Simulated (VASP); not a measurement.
# MoC15 (F-43m) in VASP: a series of runs, part 2 of 3

VASP 6.6.1. Earlier steps stand in the parts before.

### Step 3. Single point, PBEsol+U, collinear spin

File INCAR:

```
PREC = Accurate ; ENCUT = 600
EDIFF = 1E-6 ; ISMEAR = 0
SIGMA = 0.05 ; LREAL = F
LASPH = T ; NELM = 200
ALGO = Normal ; ISIF = 2
LWAVE = F ; LCHARG = T
ISPIN = 2 ; MAGMOM = 0.75 0.04 0.04 0.04 0.04 0.04 0.04 0 0 0 0 0 0 0 0 0
LORBIT = 11 ; NUPDOWN = 2.0
LMAXMIX = 4 ; LDAU = T
LDAUTYPE = 2 ; LDAUL = 2 -1
LDAUU = 2 0 ; LDAUJ = 0 0
LDAUPRINT = 1 ; GGA = PS
LELF = T ; LVHAR = T
NBANDS = 55 ; GGA_COMPAT = F
```

File KPOINTS:

```
regular mesh
0
Gamma
  4 4 4
```

File POSCAR:

```
MoC15
1.0
    0.0000000000      3.5668800000      3.5668800000
    3.5668800000      0.0000000000      3.5668800000
    3.5668800000      3.5668800000      0.0000000000
Mo C
1 15
Direct
    1.0000000000      0.0000000000      0.0000000000
    0.0011991179      0.0011991179      0.4988008821
    0.0011991179      0.4988008821      0.0011991179
    0.0011991179      0.4988008821      0.4988008821
    0.4988008821      0.0011991179      0.0011991179
    0.4988008821      0.0011991179      0.4988008821
    0.4988008821      0.4988008821      0.0011991179
    0.5000000000      0.5000000000      0.5000000000
    0.1435774638      0.1435774638      0.1435774638
    0.1435774638      0.1435774638      0.5692676086
    0.1435774638      0.5692676086      0.1435774638
    0.1272634341      0.6242455220      0.6242455220
    0.5692676086      0.1435774638      0.1435774638
    0.6242455220      0.1272634341      0.6242455220
    0.6242455220      0.6242455220      0.1272634341
    0.6242455220      0.6242455220      0.6242455220
```

Potentials or basis: VASP PAW PBE potentials, release 64 (Mo_sv, C).

Launch:

```
> cat potpaw_PBE.64/Mo_sv/POTCAR potpaw_PBE.64/C/POTCAR > POTCAR
> mpirun -np 1 vasp_std > vasp.out
```

OUTCAR:

```text
PREC = Accurate
   ENCUT = 600
   EDIFF = 1E-6
   ISMEAR = 0
   LREAL = F
   LASPH = T
   NELM = 200
   ISIF = 2
   ISPIN = 2
   LORBIT = 11
   NUPDOWN = 2.0
   GGA = PS

 ion  position               nearest neighbor table
   1  0.000  0.000  0.000-  10 1.77  11 1.77  13 1.77   9 1.77   2 2.52   2 2.52   7 2.52   7 2.52
                             4 2.52   6 2.52   3 2.52   4 2.52   5 2.52   5 2.52   6 2.52   3 2.52
   2  0.001  0.001  0.499-   9 1.48  10 1.48  12 1.55  14 1.55   1 2.52   1 2.52
   3  0.001  0.499  0.001-   9 1.48  11 1.48  12 1.55  15 1.55   1 2.52   1 2.52
   4  0.001  0.499  0.499-  11 1.48  10 1.48  16 1.55  12 1.55   1 2.52   1 2.52
   5  0.499  0.001  0.001-   9 1.48  13 1.48  14 1.55  15 1.55   1 2.52   1 2.52
   6  0.499  0.001  0.499-  13 1.48  10 1.48  16 1.55  14 1.55   1 2.52   1 2.52
   7  0.499  0.499  0.001-  11 1.48  13 1.48  16 1.55  15 1.55   1 2.52   1 2.52
   8  0.500  0.500  0.500-  12 1.54  14 1.54  15 1.54  16 1.54
   9  0.144  0.144  0.144-   2 1.48   3 1.48   5 1.48   1 1.77
  10  0.144  0.144  0.569-   2 1.48   4 1.48   6 1.48   1 1.77
  11  0.144  0.569  0.144-   4 1.48   3 1.48   7 1.48   1 1.77
  12  0.127  0.624  0.624-   8 1.54   3 1.55   2 1.55   4 1.55
  13  0.569  0.144  0.144-   6 1.48   5 1.48   7 1.48   1 1.77
  14  0.624  0.127  0.624-   8 1.54   5 1.55   2 1.55   6 1.55
  15  0.624  0.624  0.127-   8 1.54   5 1.55   3 1.55   7 1.55
  16  0.624  0.624  0.624-   8 1.54   6 1.55   7 1.55   4 1.55

  LATTYP: Found a face centered cubic cell.
 ALAT       =     7.1337600000

  Lattice vectors:

 A1 = (   0.0000000000,   3.5668800000,   3.5668800000)
 A2 = (   3.5668800000,   0.0000000000,   3.5668800000)
 A3 = (   3.5668800000,   3.5668800000,   0.0000000000)

Analysis of symmetry for initial positions (statically):
=====================================================================
 Subroutine PRICEL returns:
 Original cell was already a primitive cell.

 Routine SETGRP: Setting up the symmetry group for a
 face centered cubic supercell.

 Subroutine GETGRP returns: Found 24 space group operations
[... 655 lines left out ...]
 k-point     1 :       0.0000    0.0000    0.0000
  band No.  band energies     occupation
      1     -45.8398      1.00000
      2     -20.7229      1.00000
      3     -20.7229      1.00000
      4     -20.7229      1.00000
      5     -10.3919      1.00000
      6      -5.0861      1.00000
[... 405 lines left out ...]
     48      20.1286      0.00000
     49      20.1918      0.00000
 [bands above 49 left out]

------------------------ aborting loop because EDIFF is reached ----------------------------------------

  FORCE on cell =-STRESS in cart. coord.  units (eV):
  Direction    XX          YY          ZZ          XY          YZ          ZX
  --------------------------------------------------------------------------------------
  -------------------------------------------------------------------------------------
  Total       41.7425945     41.7425945     41.7425945      0.0000000     -0.0000000      0.0000000
  in kB      736.8761993    736.8761993    736.8761993      0.0000000     -0.0000000      0.0000000
  external PRESSURE =     736.8761993 kB  Pullay stress =       0.0000000 kB

 VOLUME and BASIS-vectors are now :
 -----------------------------------------------------------------------------
  energy-cutoff  :      600.00
  volume of cell :       90.76
      direct lattice vectors                 reciprocal lattice vectors
     0.000000000  3.566880000  3.566880000    -0.140178531  0.140178531  0.140178531
     3.566880000  0.000000000  3.566880000     0.140178531 -0.140178531  0.140178531
     3.566880000  3.566880000  0.000000000     0.140178531  0.140178531 -0.140178531

 POSITION                                       TOTAL-FORCE (eV/Angst)
 -----------------------------------------------------------------------------------
      0.00000      0.00000      0.00000         0.000000     -0.000000      0.000000
      1.78344      1.78344      0.00855         0.000000      0.000000      0.269127
      1.78344      0.00855      1.78344         0.000000      0.269127      0.000000
      3.55833      1.78344      1.78344        -0.269127      0.000000      0.000000
      0.00855      1.78344      1.78344         0.269127      0.000000      0.000000
      1.78344      3.55833      1.78344         0.000000     -0.269127      0.000000
[... 8 lines left out ...]
      2.68054      2.68054      4.45322        -0.007196     -0.007196      0.007196
      4.45322      4.45322      4.45322         0.007196      0.007196      0.007196
 -----------------------------------------------------------------------------------
    total drift:                               -0.000001     -0.000001     -0.000001

  FREE ENERGIE OF THE ION-ELECTRON SYSTEM (eV)
  ---------------------------------------------------
  free  energy   TOTEN  =      -138.4618818910 eV

  energy  without entropy=     -138.4618818910  energy(sigma->0) =     -138.46188189

 total charge

# of ion       s       p       d       tot
------------------------------------------
    1        2.618   6.306   5.479  14.404
    2        0.831   1.791   0.000   2.622
    3        0.831   1.791   0.000   2.622
    4        0.831   1.791   0.000   2.622
    5        0.831   1.791   0.000   2.622
    6        0.831   1.791   0.000   2.622
[... 8 lines left out ...]
   15        0.826   1.726   0.000   2.552
   16        0.826   1.726   0.000   2.552
--------------------------------------------------
tot         15.179  33.387   5.479  54.046

 magnetization (x)

# of ion       s       p       d       tot
------------------------------------------
    1        0.026   0.014   1.478   1.518
    2        0.012   0.034   0.000   0.045
    3        0.012   0.034   0.000   0.045
    4        0.012   0.034   0.000   0.045
    5        0.012   0.034   0.000   0.045
    6        0.012   0.034   0.000   0.045
[... 8 lines left out ...]
   15       -0.001  -0.004   0.000  -0.004
   16       -0.001  -0.004   0.000  -0.004
--------------------------------------------------
tot          0.087   0.210   1.478   1.774
```

stdout:

```text
POSCAR found type information on POSCAR MoC
 POSCAR found :  2 types and      16 ions
 scaLAPACK will be used
 -----------------------------------------------------------------------------
|                                                                             |
|                                                                             |
|     You enforced a specific xc type in the INCAR file but a different       |
|     I HOPE YOU KNOW WHAT YOU ARE DOING!                                     |
|                                                                             |
 -----------------------------------------------------------------------------

 LDA part: xc-table for (Slater+PW92), standard interpolation
 POSCAR, INCAR and KPOINTS ok, starting setup
 FFT: planning ... GRIDC
 FFT: planning ... GRID_SOFT
 FFT: planning ... GRID
 WAVECAR not read
 entering main loop
```

It took 4.3 min on 1 thread of Intel Xeon 8259CL, shared host; peak memory 0.32 GiB.

What came out:

```
Free energy                                           : -138.4619 eV
Pressure                                              : 73.7 GPa
Largest force                                         : 0.269 eV/Å
Net moment                                            : 2.00 μB per cell
Site moments                                          : Mo +1.52; C +0.04, +0.00, -0.00 (each value once) μB
Valence electrons inside the program's atomic spheres : Mo 14.40; C 2.62, 2.58, 2.78, 2.55 (each value once)
```

Forces on the atoms (eV/Å):
```
Mo   0.000  0.000  0.000
C    0.000  0.000  0.269
C    0.000  0.269  0.000
C   -0.269  0.000  0.000
C    0.269  0.000  0.000
C    0.000 -0.269  0.000
C    0.000  0.000 -0.269
C    0.000  0.000  0.000
C    0.001  0.001  0.001
C   -0.001 -0.001  0.001
C   -0.001  0.001 -0.001
C    0.007 -0.007 -0.007
C    0.001 -0.001 -0.001
C   -0.007  0.007 -0.007
C   -0.007 -0.007  0.007
C    0.007  0.007  0.007
```

Eigenvalues of the final occupation matrices:
| site | spin | trace | eigenvalues |
| --- | --- | --- | --- |
| site 1 d | 1 | 3.54 | 0.63 0.63 0.63 0.82 0.82 |
| site 1 d | 2 | 2.05 | 0.15 0.15 0.58 0.58 0.58 |

Caveat: the k points lie up to 0.38 Å⁻¹ apart; the moment is held away from its start; the PAW data sets were made with another functional, which shifts forces and pressure a little; the total moment is fixed, so each spin has its own Fermi level; the U is typed as a test and isn't derived for this compound.

### Step 4. Single point, PBEsol+U, collinear spin

File INCAR:

```
SYSTEM = MoC15
ALGO = Normal
EDIFF = 1E-6
ENCUT = 600
GGA = PS
GGA_COMPAT = .False.
ISIF = 2
ISMEAR = 0
ISPIN = 2
LASPH = .True.
LCHARG = .False.
LDAU = .True.
LDAUJ = 0 0
LDAUL = 2 -1
LDAUPRINT = 1
LDAUTYPE = 2
LDAUU = 2 0
LMAXMIX = 4
LORBIT = 11
LREAL = .False.
LWAVE = .False.
MAGMOM = 0.45 0.02 0.02 0.02 0.02 0.02 0.02 0 0 0 0 0 0 0 0 0
NBANDS = 55
NELM = 200
PREC = Accurate
SIGMA = 0.05
```

File KPOINTS:

```
k-points
0
Gamma
  4 4 4
  0 0 0
```

POSCAR is that of step 3.

Launch:

```
> cat potpaw_PBE.64/Mo_sv/POTCAR potpaw_PBE.64/C/POTCAR > POTCAR
> mpirun -np 1 vasp_std > vasp.out
```

It took 4 min on 1 thread of Intel Xeon 8259CL, shared host; peak memory 0.32 GiB.

Results (log left out):

* Free energy: -138.6220 eV
* Pressure: 71.1 GPa
* Largest force: 0.339 eV/Å
* Net moment: 0.88 μB per cell
* Site moments: Mo +0.68; C +0.02, +0.00, +0.01, -0.00 (each value once) μB
* Valence electrons inside the program's atomic spheres: Mo 14.39; C 2.62, 2.58, 2.77, 2.55 (each value once)

Forces on the atoms (eV/Å):
```
Mo   0.000  0.000  0.000
C    0.000  0.000 -0.123
C    0.000 -0.123  0.000
C    0.123  0.000  0.000
C   -0.123  0.000  0.000
C    0.000  0.123  0.000
C    0.000  0.000  0.123
C    0.000  0.000  0.000
C   -0.196 -0.196 -0.196
C    0.196  0.196 -0.196
C    0.196 -0.196  0.196
C   -0.013  0.013  0.013
C   -0.196  0.196  0.196
C    0.013 -0.013  0.013
C    0.013  0.013 -0.013
C   -0.013 -0.013 -0.013
```

Levels at points of the mesh, in eV from the Fermi level:
Spin up:
```
           k point  band 34  band 35  band 36  band 37  band 38  band 39  band 40  band 41  band 42  band 43
(0.00, 0.00, 0.00)    -3.91    -3.91    -3.91    -2.43    -2.43     1.19     1.19     1.19     2.84     3.24
(0.50, 0.00, 0.00)    -3.86    -3.86    -1.79    -0.17    -0.17     1.49     2.50     2.50     2.95     2.95
(0.50, 0.50, 0.00)    -3.43    -2.30    -2.30     0.58     0.65     1.28     1.59     2.69     3.79     3.79
```
Spin down:
| k point | band 32 | band 33 | band 34 | band 35 | band 36 | band 37 | band 38 | band 39 | band 40 | band 41 |
| --- | --- | --- | --- | --- | --- | --- | --- | --- | --- | --- |
| (0.00, 0.00, 0.00) | -5.32 | -5.32 | -3.83 | -3.83 | -3.83 | -1.56 | -1.56 | 1.23 | 1.23 | 1.23 |
| (0.50, 0.00, 0.00) | -5.43 | -5.43 | -3.56 | -3.56 | -1.69 | 0.60 | 0.60 | 1.68 | 2.53 | 2.53 |
| (0.50, 0.50, 0.00) | -6.77 | -6.32 | -2.97 | -2.14 | -2.14 | 1.28 | 1.30 | 1.59 | 1.77 | 2.71 |

Eigenvalues of the final occupation matrices:
| site | spin | trace | eigenvalues |
| --- | --- | --- | --- |
| site 1 d | 1 | 3.12 | 0.62 0.62 0.62 0.63 0.63 |
| site 1 d | 2 | 2.46 | 0.34 0.34 0.59 0.59 0.59 |

Caveat: the k points lie up to 0.38 Å⁻¹ apart; the PAW data sets were made with another functional, which shifts forces and pressure a little; the U is typed as a test and isn't derived for this compound.

### Step 5. Single point, PBEsol+U, collinear spin

File INCAR:

```
SYSTEM = MoC15
PREC     = Accurate       ! precision mode
ENCUT    = 600            ! plane-wave cutoff, eV
EDIFF    = 1E-6           ! SCF threshold, eV
ISMEAR   = 0              ! smearing method
SIGMA    = 0.05           ! smearing width, eV
LREAL    = .FALSE.        ! projectors in reciprocal space
LASPH    = .TRUE.         ! aspherical terms in the spheres
NELM     = 200            ! most SCF steps
ALGO     = Normal         ! electronic algorithm
ISIF     = 2              ! what is computed and relaxed
LWAVE    = .FALSE.        ! write WAVECAR
LCHARG   = .FALSE.        ! write CHGCAR
ISPIN    = 2              ! spin polarisation
MAGMOM   = 1 0 0 0 0 0 0 0 0 0 0 0 0 0 0 0 ! initial moments
LORBIT   = 11             ! projections on sites
NUPDOWN  = 1.0            ! fixed moment
LMAXMIX  = 4              ! l up to which the mixer works
LDAU     = .TRUE.         ! DFT+U
LDAUTYPE = 2            
LDAUL    = 2 -1           ! shell
LDAUU    = 2 0            ! U, eV
LDAUJ    = 0 0          
LDAUPRINT= 1            
GGA      = PS             ! functional
NBANDS   = 55             ! bands
GGA_COMPAT= .FALSE.
```

File KPOINTS:

```
regular mesh
0
G
  4 4 4
  0 0 0
```

POSCAR is that of step 4.

Launch:

```
> cat potpaw_PBE.64/Mo_sv/POTCAR potpaw_PBE.64/C/POTCAR > POTCAR
> mpirun -np 1 vasp_std > vasp.out
```

Run time: 3.1 min. Hardware: 1 thread of Intel Xeon 8259CL, shared host; peak memory 0.32 GiB.

Results (log left out):

```
Free energy                                           : -138.6221 eV
Pressure                                              : 71.3 GPa
Largest force                                         : 0.313 eV/Å
Net moment                                            : 1.00 μB per cell
Site moments                                          : Mo +0.78; C +0.02, +0.00, -0.00 (each value once) μB
Valence electrons inside the program's atomic spheres : Mo 14.39; C 2.62, 2.58, 2.77, 2.55 (each value once)
```

Forces on the atoms (eV/Å):
```
Mo   0.000  0.000  0.000
C    0.000  0.000 -0.092
C    0.000 -0.092  0.000
C    0.092  0.000  0.000
C   -0.092  0.000  0.000
C    0.000  0.092  0.000
C    0.000  0.000  0.092
C    0.000  0.000  0.000
C   -0.180 -0.180 -0.180
C    0.180  0.180 -0.180
C    0.180 -0.180  0.180
C   -0.013  0.013  0.013
C   -0.180  0.180  0.180
C    0.013 -0.013  0.013
C    0.013  0.013 -0.013
C   -0.013 -0.013 -0.013
```

Eigenvalues of the final occupation matrices:
```
    site  spin  trace               eigenvalues
site 1 d     1   3.17  0.62 0.62 0.62 0.65 0.65
site 1 d     2   2.41  0.32 0.32 0.59 0.59 0.59
```

Caveat: the k points lie up to 0.38 Å⁻¹ apart; the PAW data sets were made with another functional, which shifts forces and pressure a little; the total moment is fixed, so each spin has its own Fermi level; the U is typed as a test and isn't derived for this compound.

### Step 6. Single point, PBEsol+U, collinear spin, zero start

File INCAR:

```
PREC = Accurate
ENCUT = 600
EDIFF = 1E-6
ISMEAR = 0
SIGMA = 0.05
LREAL = F
LASPH = T
NELM = 200
ALGO = Normal
ISIF = 2
LWAVE = F
LCHARG = F
ISPIN = 2
MAGMOM = 0 0 0 0 0 0 0 0 0 0 0 0 0 0 0 0
LORBIT = 11
NUPDOWN = 0.0
LMAXMIX = 4
LDAU = T
LDAUTYPE = 2
LDAUL = 2 -1
LDAUU = 2 0
LDAUJ = 0 0
LDAUPRINT = 1
GGA = PS
NBANDS = 55
GGA_COMPAT = F
```

File KPOINTS:

```
regular mesh
0
Gamma
  4 4 4
```

POSCAR is that of step 5.

Potentials or basis: VASP PAW PBE potentials, release 64 (Mo_sv, C).

Launch:

```
> cat potpaw_PBE.64/Mo_sv/POTCAR potpaw_PBE.64/C/POTCAR > POTCAR
> mpirun -np 1 vasp_std > vasp.out
```

Wall time 3 min (1 thread of Intel Xeon 8259CL, shared host); peak memory 0.32 GiB.

The run converged. Its results:

```yaml
Free_energy: -138.5872 eV
Pressure: 70.6 GPa
Largest_force: 0.387 eV/Å
Net_moment: 0.00 μB per cell
Valence_electrons_inside_the_program's_atomic_spheres: Mo 14.39; C 2.62, 2.58, 2.77, 2.55 (each value once)
```

Forces in eV/Å, atoms in the order of the input:
```
Mo   0.000  0.000  0.000
C    0.000  0.000 -0.239
C    0.000 -0.239  0.000
C    0.239  0.000  0.000
C   -0.239  0.000  0.000
C    0.000  0.239  0.000
C    0.000  0.000  0.239
C    0.000  0.000  0.000
C   -0.224 -0.224 -0.224
C    0.224  0.224 -0.224
C    0.224 -0.224  0.224
C   -0.009  0.009  0.009
C   -0.224  0.224  0.224
C    0.009 -0.009  0.009
C    0.009  0.009 -0.009
C   -0.009 -0.009 -0.009
```

Eigenvalues of the final occupation matrices:
| site | spin | trace | eigenvalues |
| --- | --- | --- | --- |
| site 1 d | 1 | 2.79 | 0.48 0.48 0.61 0.61 0.61 |
| site 1 d | 2 | 2.79 | 0.48 0.48 0.61 0.61 0.61 |

Caveat: the k points lie up to 0.38 Å⁻¹ apart; the PAW data sets were made with another functional, which shifts forces and pressure a little; the total moment is fixed, so each spin has its own Fermi level; the U is typed as a test and isn't derived for this compound.

[end of part 2 of 3]
